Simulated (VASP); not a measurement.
Cu: single point with PBE

Crystal: Cu.

```
Cu
1.0
     0.00000    1.87342    1.87342
     1.87342    0.00000    1.87342
     1.87342    1.87342    0.00000
Cu
1
Direct
  0.00000 0.00000 0.00000
```

```
Program                : VASP 6.6.1
Task                   : single point
Functional             : PBE
Potentials or basis    : VASP PAW PBE potentials, release 64 (Cu)
Cutoff                 : 520 eV
k mesh                 : 26 × 26 × 26
Occupations            : gaussian, width 0.1 eV
Spin                   : no spin polarisation
Dipole correction      : no
Further INCAR settings : ALGO = Normal; EDIFF = 1e-07; NBANDS = 12
```

| Property | Result |
| --- | --- |
| Pressure | -10.0 GPa |
| Band gap on the k mesh | zero (an odd number of electrons rules out a gap without spin polarisation) |

Levels at points of the mesh, in eV from the Fermi level:
| k point | band 3 | band 4 | band 5 | band 6 | band 7 | band 8 | band 9 | band 10 |
| --- | --- | --- | --- | --- | --- | --- | --- | --- |
| (0.00, 0.00, 0.00) | -2.74 | -2.74 | -2.05 | -2.05 | 21.70 | 23.54 | 23.54 | 23.54 |
| (0.50, 0.00, 0.00) | -2.77 | -1.56 | -1.56 | -0.72 | 3.22 | 20.25 | 20.43 | 20.43 |
| (0.50, 0.50, 0.00) | -1.58 | -1.44 | -1.44 | 1.55 | 6.37 | 12.25 | 12.25 | 16.49 |

Run time: 27 s on 1 thread of Intel(R) Xeon(R) 6975P-C (Granite Rapids) (shared host), peak memory 0.18 GiB.

Caveat: the cell stands under tension.
